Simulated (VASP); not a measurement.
NbP, 2 atoms in the cell. It takes space group Fm-3m (No. 225, cubic). The conventional cell has a = 5.026 Å, b = 5.026 Å, c = 5.026 Å, α = 90.00°, β = 90.00°, γ = 90.00°. Within 3.3 Å of Nb (site symmetry m-3m) lie 6 P at 2.51 Å. P (site symmetry m-3m) has 6 Nb at 2.51 Å within 3.3 Å. 

| Quantity | Value |
| --- | --- |
| Program | VASP 6.6.1 |
| Task | single point |
| Functional | PBE |
| Potentials or basis | VASP PAW PBE potentials, release 64 (Nb_sv, P) |
| Cutoff | 500 eV |
| k mesh | 6 × 6 × 6 |
| Occupations | fermi-dirac, width 0.0454 eV |
| Spin | no spin polarisation |
| Dipole correction | no |
| Further INCAR settings | ALGO = Normal; EDIFF = 1e-06; NBANDS = 16 |

Potentials or basis: VASP PAW PBE potentials, release 64 (Nb_sv, P).

Command:

```bash
$ cat potpaw_PBE.64/Nb_sv/POTCAR potpaw_PBE.64/P/POTCAR > POTCAR
$ mpirun -np 1 vasp_std > vasp.out
```

Hardware: 1 thread of Intel(R) Xeon(R) Platinum 8559C (Emerald Rapids) (shared host).

Problem. How long does it take, and how much memory?

Solution. Run time: 6.6 s on 1 thread of Intel(R) Xeon(R) Platinum 8559C (Emerald Rapids) (shared host), peak memory 0.15 GiB. Counts: scf iterations 13, k points 16.
